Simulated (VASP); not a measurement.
Ag: single point with PBE

Crystal: Ag.

```
Ag
1.0
     2.83827    0.00000    0.00000
    -1.41913    2.45801    0.00000
     0.00000    0.00000    4.64262
Ag
2
Direct
  0.33333 0.66667 0.25000
  0.66667 0.33333 0.75000
```

This isn't the form of Ag at room conditions, which is fcc.

```json
{
  "Program": "VASP 6.6.1",
  "Task": "single point",
  "Functional": "PBE",
  "Potentials or basis": "VASP PAW PBE potentials, release 64 (Ag)",
  "Cutoff": "520 eV",
  "k mesh": "18 × 18 × 10",
  "Occupations": "gaussian, width 0.1 eV",
  "Spin": "no spin polarisation"
}
```

```
Pressure               : 11.8 GPa
Band gap on the k mesh : zero (bands 11 and 12 overlap by 7.74 eV)
```

Levels at points of the mesh, in eV from the Fermi level:
```csv
k point,band 8,band 9,band 10,band 11,band 12,band 13,band 14,band 15
"(0.00, 0.00, 0.00)",-4.24,-4.24,-3.13,-3.13,-0.54,3.89,15.81,17.77
"(0.50, 0.00, 0.00)",-2.98,-2.93,-2.83,0.12,1.71,7.16,7.40,9.90
"(0.00, 0.00, 0.50)",-4.75,-3.48,-3.48,-3.48,-3.48,11.53,11.53,16.21
"(0.50, 0.00, 0.50)",-3.20,-2.89,-2.89,0.72,0.72,4.93,4.93,14.08
```

It took 65 s on 1 thread of AMD EPYC 9R45 96-Core Processor (Zen 5) (shared host), peak memory 0.2 GiB.

Caveat: the cell stands under pressure.
